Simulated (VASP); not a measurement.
Write the native input for VASP 6.6.1 that does the following.

```yaml
Task: single point
Functional: PBE
Potentials_or_basis: VASP PAW PBE potentials, release 64 (Al, In_d, As)
Cutoff: 520 eV
k_mesh: 6 × 6 × 6
Occupations: gaussian, width 0.1 eV
Spin: no spin polarisation
Dipole_correction: no
Further_INCAR_settings: ALGO = Normal; EDIFF = 1e-06; NBANDS = 26
```

The structure of Al2InAs3 lies in POSCAR:

```
Al2InAs3
1.0
   -1.9629459000      1.9629459000      8.3280741300
    1.9629459000     -1.9629459000      8.3280741300
    1.9629459000      1.9629459000     -8.3280741300
Al In As
2 1 3
Direct
    0.6666666700      0.6666666700      0.0000000000
    0.3333333300      0.3333333300      0.0000000000
    0.0000000000      0.0000000000      0.0000000000
    0.4166666700      0.9166666700      0.5000000000
    0.0833333300      0.5833333300      0.5000000000
    0.7500000000      0.2500000000      0.5000000000
```

One way to write it, as run:

INCAR

```
SYSTEM = Al2InAs3
PREC = Accurate
ENCUT = 520
EDIFF = 1E-6
ISMEAR = 0
SIGMA = 0.1
LREAL = .False.
LASPH = .True.
NELM = 80
ALGO = Normal
ISIF = 2
LWAVE = .False.
LCHARG = .False.
GGA = PE
NBANDS = 26
```

KPOINTS

```
Automatic mesh
0
Gamma
  6 6 6
  0 0 0
```

Potentials or basis: VASP PAW PBE potentials, release 64 (Al, In_d, As).

Command:

```console
$ cat potpaw_PBE.64/Al/POTCAR potpaw_PBE.64/In_d/POTCAR potpaw_PBE.64/As/POTCAR > POTCAR
$ mpirun -np 1 vasp_std > vasp.out
```

Results of the run:

The pressure is 16.5 GPa, the largest force is 2.330 eV/Å and the band gap on the k mesh is 1.19 eV, indirect (least direct gap 1.57 eV).

Caveat: spin-orbit coupling is left out, which moves the levels of the heavy elements; forces of over 1 eV/Å act on the atoms, so gaps and moduli don't describe the material at rest.

It took 9.2 min on 1 thread of AMD EPYC 7R13 Processor (Zen 3) (shared host), peak memory 0.65 GiB.
